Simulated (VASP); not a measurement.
# Mg2O (R-3m) in VASP: notebook

Mg2O is run at these levels: PBE; tasks: relaxation of cell and atoms, single point.

Everything below comes from runs of VASP 6.6.1. Logs are shortened: lines on timing, memory, paths and dates and some standing lists are left out, and cuts for length are marked.

### Step 1. The cell of the first run

It takes space group R-3m (No. 166, trigonal). The conventional cell has a = 3.100 Å, b = 3.100 Å, c = 14.800 Å, α = 90.00°, β = 90.00°, γ = 120.00°. Within 2.8 Å of Mg (site symmetry 3m) lie 3 O at 2.15 Å. O (site symmetry -3m) has 6 Mg at 2.15 Å within 2.8 Å.

### Step 2. Relaxation of cell and atoms, PBE

INCAR reads:

```
SYSTEM = Mg2O
ALGO     = Normal         ! electronic algorithm
EDIFF    = 1E-6           ! SCF threshold, eV
EDIFFG   = -0.08          ! ionic threshold
ENCUT    = 600            ! plane-wave cutoff, eV
GGA      = PE             ! functional
IBRION   = 2              ! ionic algorithm
ISIF     = 3              ! what is computed and relaxed
ISMEAR   = 0              ! smearing method
LASPH    = .TRUE.         ! aspherical terms in the spheres
LCHARG   = .FALSE.        ! write CHGCAR
LREAL    = .FALSE.        ! projectors in reciprocal space
LWAVE    = .FALSE.        ! write WAVECAR
NELM     = 80             ! most SCF steps
NSW      = 36             ! ionic steps
PREC     = Accurate       ! precision mode
SIGMA    = 0.2            ! smearing width, eV
```

KPOINTS reads:

```
k-points
0
G
  7 7 7
  0 0 0
```

POSCAR reads:

```
Mg2O
1.0
    1.5500000000      0.8948929200      4.9333333300
   -1.5500000000      0.8948929200      4.9333333300
    0.0000000000     -1.7897858300      4.9333333300
Mg O
2 1
Direct
    0.7470000000      0.7470000000      0.7470000000
    0.2530000000      0.2530000000      0.2530000000
    0.0000000000      0.0000000000      0.0000000000
```

Potentials or basis: VASP PAW PBE potentials, release 64 (Mg, O).

Started as:

```sh
> cat potpaw_PBE.64/Mg/POTCAR potpaw_PBE.64/O/POTCAR > POTCAR
> mpirun -np 1 vasp_std > vasp.out
```

OUTCAR:

```text
SYSTEM = Mg2O
   EDIFF = 1E-6
   EDIFFG = -0.08
   ENCUT = 600
   GGA = PE
   IBRION = 2
   ISIF = 3
   ISMEAR = 0
   LASPH = .TRUE.
   LREAL = .FALSE.
   NELM = 80
   NSW = 36
   PREC = Accurate

 ion  position               nearest neighbor table
   1  0.747  0.747  0.747-   3 2.15   3 2.15   3 2.15   2 2.98   2 2.98   2 2.98   2 3.12   2 3.12
                             2 3.12
   2  0.253  0.253  0.253-   3 2.15   3 2.15   3 2.15   1 2.98   1 2.98   1 2.98   1 3.12   1 3.12
                             1 3.12
   3  0.000  0.000  0.000-   1 2.15   2 2.15   1 2.15   1 2.15   2 2.15   2 2.15

  LATTYP: Found a trigonal (rhomboedric) cell.
 ALAT       =     5.2479625650
 COS(alpha) =     0.8255335457

  Lattice vectors:

 A1 = (   1.5500000000,   0.8948929200,   4.9333333300)
 A2 = (  -1.5500000000,   0.8948929200,   4.9333333300)
 A3 = (   0.0000000000,  -1.7897858300,   4.9333333300)

Analysis of symmetry for initial positions (statically):
=====================================================================
 Subroutine PRICEL returns:
 Original cell was already a primitive cell.

 Routine SETGRP: Setting up the symmetry group for a
 trigonal (rhombohedral) supercell.

 Subroutine GETGRP returns: Found 12 space group operations
 (whereof 12 operations were pure point group operations)
 out of a pool of 12 trial point group operations.

The static configuration has the point symmetry D_3d.

Analysis of symmetry for dynamics (positions and initial velocities):
=====================================================================
 Subroutine PRICEL returns:
 Original cell was already a primitive cell.

 Routine SETGRP: Setting up the symmetry group for a
 trigonal (rhombohedral) supercell.

 Subroutine GETGRP returns: Found 12 space group operations
 (whereof 12 operations were pure point group operations)
 out of a pool of 12 trial point group operations.

The dynamic configuration has the point symmetry D_3d.

 Subroutine INISYM returns: Found 12 space group operations
 (whereof 12 operations are pure point group operations),
 and found     1 'primitive' translations

----------------------------------------------------------------------------------------

                                     Primitive cell

  volume of cell :      41.0577

  direct lattice vectors                    reciprocal lattice vectors
[... 100 lines left out ...]
   NELECT =      10.0000    total number of electrons
   NUPDOWN=      -1.0000    fix difference up-down
   EMIN   =  10.00;   EMAX   =-10.00  energy-range for DOS
   EFERMI =   0.00;   METHOD = LEGACY
   ISMEAR =     0;   SIGMA  =   0.20  broadening in eV -4-tet -1-fermi 0-gaus
   EFERMI_NEDOS =   21; number of points for ismear=-14 and -15
   IALGO  =     38    algorithm
   IMIX   =      4    mixing-type and parameters
     AMIX     =   0.40;   BMIX     =  1.00
     AMIX_MAG =   1.60;   BMIX_MAG =  1.00
  volume/ion in A,a.u.               =      13.69        92.36
  Fermi-wavevector in a.u.,A,eV,Ry     =   1.022374  1.932008 14.221484  1.045250
  Thomas-Fermi vector in A             =   2.156050
   LORBIT       =      0    0 simple, 1 ext, 2 COOP (PROOUT), +10 PAW based schemes
   GGA     = PE    functional components
   LHFCALC =     F    Hartree Fock is set to
   AEXX    =    0.0000 exact exchange contribution
   IVDW    =     0    specifies the selected vdW correction
   LEPSILON=     F    determine dielectric tensor
   LRPA    =     F    only Hartree local field effects (RPA)
 conjugate gradient relaxation of ions
 non-spin polarized calculation
 Gauss-broadening in eV      SIGMA  =   0.20
  energy-cutoff  :      600.00
  volume of cell :       41.06
 maximum number of plane-waves:      1390
 NGX is ok and might be reduce to    42
   NGX = 21   NGY = 21   NGZ = 21

--------------------------------------- Ionic step        1  -------------------------------------------

 number of electron      10.0000002 magnetization

 Free energy of the ion-electron system (eV)
  ---------------------------------------------------
  ext. energy  EPLUGINS =         0.00000000
  ---------------------------------------------------
  free energy    TOTEN  =       -12.67944036 eV

  energy without entropy =      -12.67027440  energy(sigma->0) =      -12.67485738

------------------------ aborting loop because EDIFF is reached ----------------------------------------

  FORCE on cell =-STRESS in cart. coord.  units (eV):
  Direction    XX          YY          ZZ          XY          YZ          ZX
  --------------------------------------------------------------------------------------
  -------------------------------------------------------------------------------------
  Total       -0.2388708     -0.2388708      1.2903837     -0.0000000      0.0000000      0.0000000
  in kB       -9.3213568     -9.3213568     50.3541162     -0.0000000      0.0000000      0.0000000
  external PRESSURE =      10.5704675 kB  Pullay stress =       0.0000000 kB
[... 98 lines left out ...]
--------------------------------------- Ionic step        4  -------------------------------------------

 number of electron      10.0000001 magnetization

 Free energy of the ion-electron system (eV)
  ---------------------------------------------------
  ext. energy  EPLUGINS =         0.00000000
  ---------------------------------------------------
  free energy    TOTEN  =       -12.71686467 eV

  energy without entropy =      -12.70838047  energy(sigma->0) =      -12.71262257

 E-fermi :   4.8933     XC(G=0):  -9.7597

 val. band max:        4.8174704337   @ k =  -0.4286   0.1429  -0.0000
 cond. band min:       5.0360417771   @ k =  -0.4286   0.4286   0.4286
 fundamental gap:      0.2185713434
 Fermi energy:         4.8932602766

 k-point     1 :       0.0000    0.0000    0.0000
  band No.  band energies     occupation
      1     -15.3794      2.00000
      2      -1.8975      2.00000
      3      -0.6596      2.00000
      4       0.6392      2.00000
      5       0.6392      2.00000
      6       7.4552      0.00000
      7       8.0680      0.00000
      8      16.5528      0.00000
      9      16.5528      0.00000
[... 265 lines left out ...]
 k-point    24 :       0.4286    0.2857    0.1429
  band No.  band energies     occupation
      1     -15.0565      2.00000
      2      -1.9568      2.00000
      3      -1.1978      2.00000
      4       0.1877      2.00000
      5       1.9347      2.00000
      6       6.8382      0.00000
      7      10.0929      0.00000
      8      11.5870      0.00000
      9      12.5050      0.00000

 [... further k-points ...]
[... 5 lines left out ...]
  --------------------------------------------------------------------------------------
  -------------------------------------------------------------------------------------
  Total       -0.0163731     -0.0163731     -0.0919806     -0.0000000     -0.0000000      0.0000000
  in kB       -0.6392458     -0.6392458     -3.5911395     -0.0000000     -0.0000000      0.0000000
  external PRESSURE =      -1.6232104 kB  Pullay stress =       0.0000000 kB
[... 18 lines left out ...]
  FREE ENERGIE OF THE ION-ELECTRON SYSTEM (eV)
  ---------------------------------------------------
  free  energy   TOTEN  =       -12.7168646689 eV

  energy  without entropy=      -12.7083804673  energy(sigma->0) =      -12.71262257

 reached required accuracy - stopping structural energy minimisation
```

CONTCAR:

```text
Mg2O
   1.00000000000000
     1.5358003225325654    0.8866947324365534    5.0224373854532125
    -1.5358003225325654    0.8866947324365534    5.0224373854532125
     0.0000000000000000   -1.7733894547861473    5.0224373854205995
  Mg              O
     2     1
Direct
     0.7493505942696642    0.7493505942696642    0.7493505942696621
     0.2506494057303358    0.2506494057303358    0.2506494057303379
     0.0000000000000000    0.0000000000000000    0.0000000000000000

  0.00000000E+00  0.00000000E+00  0.00000000E+00
  0.00000000E+00  0.00000000E+00  0.00000000E+00
  0.00000000E+00  0.00000000E+00  0.00000000E+00
```

Run time: 2.1 min. Hardware: 1 thread of Intel Xeon 8259CL, shared host; peak memory 0.27 GiB.

What came out:

* Free energy: -12.7169 eV
* Relaxed volume: 13.68 Å³/atom
* Relaxed cell: a = 5.326 Å, b = 5.326 Å, c = 5.326 Å, α = 33.52°, β = 33.52°, γ = 33.52°
* Space group after relaxing (to 0.1 Å): R-3m (No. 166)
* Energy gained by relaxing: 12.5 meV/atom
* Ionic steps: 4
* Pressure after relaxing: -0.2 GPa
* Largest force after relaxing: 0.019 eV/Å
* Band gap on the k mesh: zero (bands 5 and 6 overlap by 0.44 eV)

Forces in eV/Å, atoms in the order of the input:
```
Mg   0.000  0.000  0.019
Mg   0.000  0.000 -0.019
O    0.000  0.000  0.000
```

The path:
```
step  energy change (eV)  largest force (eV/Å)  pressure (GPa)  volume (Å³)
   1              0.0000                0.6587            1.06        41.06
   2             -0.0350                0.0236           -1.15        41.59
   3             -0.0350                0.0325           -1.12        41.58
   4             -0.0374                0.0188           -0.16        41.04
```

Final structure:
```
Mg O
1.0
     1.53580    0.88669    5.02244
    -1.53580    0.88669    5.02244
     0.00000   -1.77339    5.02244
Mg O
2 1
Direct
  0.74935 0.74935 0.74935
  0.25065 0.25065 0.25065
  0.00000 0.00000 0.00000
```

Caveat: semilocal functionals underestimate gaps, so a narrow gap can read as zero.

### Step 3. Single point, PBE

This run uses another cell than the first one, of 13.74 Å³/atom.

INCAR reads:

```
SYSTEM = Mg2O
PREC     = Accurate       ! precision mode
ENCUT    = 520            ! plane-wave cutoff, eV
EDIFF    = 1E-7           ! SCF threshold, eV
ISMEAR   = 0              ! smearing method
SIGMA    = 0.1            ! smearing width, eV
LREAL    = .False.        ! projectors in reciprocal space
LASPH    = .True.         ! aspherical terms in the spheres
NELM     = 80             ! most SCF steps
ALGO     = Normal         ! electronic algorithm
ISIF     = 2              ! what is computed and relaxed
LWAVE    = .False.        ! write WAVECAR
LCHARG   = .False.        ! write CHGCAR
GGA      = PE             ! functional
NBANDS   = 12             ! bands
```

KPOINTS reads:

```
Automatic mesh
0
Gamma
  12 12 12
  0 0 0
```

POSCAR reads:

```
Mg2O
1.0
    1.5378750729      0.8878925873      5.0323066314
   -1.5378750729      0.8878925873      5.0323066314
    0.0000000000     -1.7757851747      5.0323066314
Mg O
2 1
Direct
    0.7493453619      0.7493453619      0.7493453619
    0.2506546381      0.2506546381      0.2506546381
    0.0000000000      0.0000000000      0.0000000000
```

Potentials or basis: VASP PAW PBE potentials, release 64 (Mg, O).

Started as:

```sh
> cat potpaw_PBE.64/Mg/POTCAR potpaw_PBE.64/O/POTCAR > POTCAR
> mpirun -np 1 vasp_std > vasp.out
```

OUTCAR:

```text
SYSTEM = Mg2O
   PREC = Accurate
   ENCUT = 520
   EDIFF = 1E-7
   ISMEAR = 0
   LREAL = .False.
   LASPH = .True.
   NELM = 80
   ISIF = 2
   GGA = PE

 ion  position               nearest neighbor table
   1  0.749  0.749  0.749-   3 2.17   3 2.17   3 2.17   2 3.06   2 3.06   2 3.06   2 3.10   2 3.10
                             2 3.10
   2  0.251  0.251  0.251-   3 2.17   3 2.17   3 2.17   1 3.06   1 3.06   1 3.06   1 3.10   1 3.10
                             1 3.10
   3  0.000  0.000  0.000-   1 2.17   1 2.17   2 2.17   2 2.17   1 2.17   2 2.17

  LATTYP: Found a trigonal (rhomboedric) cell.
 ALAT       =     5.3364335486
 COS(alpha) =     0.8338998979

  Lattice vectors:

 A1 = (   1.5378750729,   0.8878925873,   5.0323066314)
 A2 = (  -1.5378750729,   0.8878925873,   5.0323066314)
 A3 = (   0.0000000000,  -1.7757851747,   5.0323066314)

Analysis of symmetry for initial positions (statically):
=====================================================================
 Subroutine PRICEL returns:
 Original cell was already a primitive cell.

 Routine SETGRP: Setting up the symmetry group for a
 trigonal (rhombohedral) supercell.

 Subroutine GETGRP returns: Found 12 space group operations
[... 177 lines left out ...]
      2      -1.8993      2.00000
      3      -0.6893      2.00000
      4       0.6382      2.00000
      5       0.6382      2.00000
      6       7.4082      0.00000
      7       8.0138      0.00000
      8      16.5051      0.00000
      9      16.5051      0.00000
     10      16.9007      0.00000
     11      17.4585      0.00000
     12      17.4585      0.00000
[... 331 lines left out ...]
 k-point    24 :      -0.4167    0.1667    0.0000
  band No.  band energies     occupation
      1     -14.6563      2.00000
      2      -2.4364      2.00000
      3      -0.7269      2.00000
      4      -0.6454      2.00000
      5       4.9008      1.00294
      6       5.0980      0.00533
      7       8.0732      0.00000
      8       9.5369      0.00000
      9      12.4129      0.00000
     10      12.6788      0.00000
     11      14.1400      0.00000
     12      15.9701      0.00000

 [... further k-points ...]
[... 5 lines left out ...]
  --------------------------------------------------------------------------------------
  -------------------------------------------------------------------------------------
  Total       -0.1031383     -0.1031383     -0.1008338     -0.0000000      0.0000000      0.0000000
  in kB       -4.0080272     -4.0080272     -3.9184713     -0.0000000      0.0000000      0.0000000
  external PRESSURE =      -3.9781753 kB  Pullay stress =       0.0000000 kB

 VOLUME and BASIS-vectors are now :
 -----------------------------------------------------------------------------
  energy-cutoff  :      520.00
  volume of cell :       41.23
      direct lattice vectors                 reciprocal lattice vectors
     1.537875073  0.887892587  5.032306631     0.325123938  0.187710393  0.066238677
    -1.537875073  0.887892587  5.032306631    -0.325123938  0.187710393  0.066238677
     0.000000000 -1.775785175  5.032306631     0.000000000 -0.375420786  0.066238677

 POSITION                                       TOTAL-FORCE (eV/Angst)
 -----------------------------------------------------------------------------------
      0.00000     -0.00000     11.31281         0.000000      0.000000     -0.019999
      0.00000     -0.00000      3.78411         0.000000     -0.000000      0.019999
      0.00000      0.00000      0.00000         0.000000      0.000000      0.000000
 -----------------------------------------------------------------------------------
    total drift:                               -0.000000      0.000000      0.000000

  FREE ENERGIE OF THE ION-ELECTRON SYSTEM (eV)
  ---------------------------------------------------
  free  energy   TOTEN  =       -12.7336623219 eV

  energy  without entropy=      -12.7320100208  energy(sigma->0) =      -12.73283617
```

OSZICAR:

```text
N       E                     dE             d eps       ncg     rms          rms(c)
DAV:   1     0.218120500718E+02    0.21812E+02   -0.40171E+03  4536   0.690E+02
DAV:   2    -0.127493390202E+02   -0.34561E+02   -0.32411E+02  5552   0.120E+02
DAV:   3    -0.145516700885E+02   -0.18023E+01   -0.17974E+01  5716   0.266E+01
DAV:   4    -0.145569830997E+02   -0.53130E-02   -0.53128E-02  5116   0.171E+00
DAV:   5    -0.145570079415E+02   -0.24842E-04   -0.24841E-04  5744   0.120E-01    0.771E+00
DAV:   6    -0.128125920181E+02    0.17444E+01   -0.11418E+01  5104   0.197E+01    0.302E+00
DAV:   7    -0.127531495520E+02    0.59442E-01   -0.25976E-01  4932   0.361E+00    0.150E+00
DAV:   8    -0.127355840891E+02    0.17565E-01   -0.64984E-02  5032   0.260E+00    0.425E-01
DAV:   9    -0.127345430162E+02    0.10411E-02   -0.84346E-04  5588   0.228E-01    0.286E-01
DAV:  10    -0.127336617797E+02    0.88124E-03   -0.23557E-03  5152   0.378E-01    0.134E-02
DAV:  11    -0.127336619636E+02   -0.18390E-06   -0.21158E-05  5284   0.326E-02    0.892E-03
DAV:  12    -0.127336623342E+02   -0.37062E-06   -0.21558E-06  5300   0.124E-02    0.993E-04
DAV:  13    -0.127336623219E+02    0.12320E-07   -0.19413E-07  4152   0.270E-03
   1 F= -.12733662E+02 E0= -.12732836E+02  d E =-.165230E-02
```

It took 2.6 min on 1 thread of Intel Xeon 8259CL, shared host; peak memory 0.31 GiB.

What came out:

* Free energy: -12.7337 eV
* Pressure: -0.4 GPa
* Largest force: 0.020 eV/Å
* Band gap on the k mesh: zero (bands 5 and 6 overlap by 1.36 eV)

Forces on the atoms (eV/Å):
```
Mg   0.000  0.000 -0.020
Mg   0.000  0.000  0.020
O    0.000  0.000  0.000
```
